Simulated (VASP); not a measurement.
Input of a VASP 6.6.1 run:

File INCAR:

```
SYSTEM = GaAs
PREC = Accurate
ENCUT = 520
EDIFF = 1E-7
ISMEAR = -1
SIGMA = 0.02
LREAL = .FALSE.
LASPH = .TRUE.
NELM = 80
ALGO = Normal
ISIF = 2
LWAVE = .FALSE.
LCHARG = .FALSE.
GGA = PE
NBANDS = 16
```

Contents of KPOINTS:

```
Automatic mesh
0
G
  12 12 12
  0 0 0
```

The input POSCAR:

```
GaAs
1.0
    0.0000000000      2.8548404342      2.8548404342
    2.8548404342      0.0000000000      2.8548404342
    2.8548404342      2.8548404342      0.0000000000
As Ga
1 1
Direct
    0.7500000000      0.7500000000      0.7500000000
    0.0000000000      0.0000000000      0.0000000000
```

Potentials or basis: VASP PAW PBE potentials, release 64 (As, Ga_d).

Command:

```sh
$ cat potpaw_PBE.64/As/POTCAR potpaw_PBE.64/Ga_d/POTCAR > POTCAR
$ mpirun -np 1 vasp_std > vasp.out
```

Q: Estimate the pressure.

A: 1.4 GPa.

Q: Estimate the band gap on the k mesh.

A: 0.30 eV.
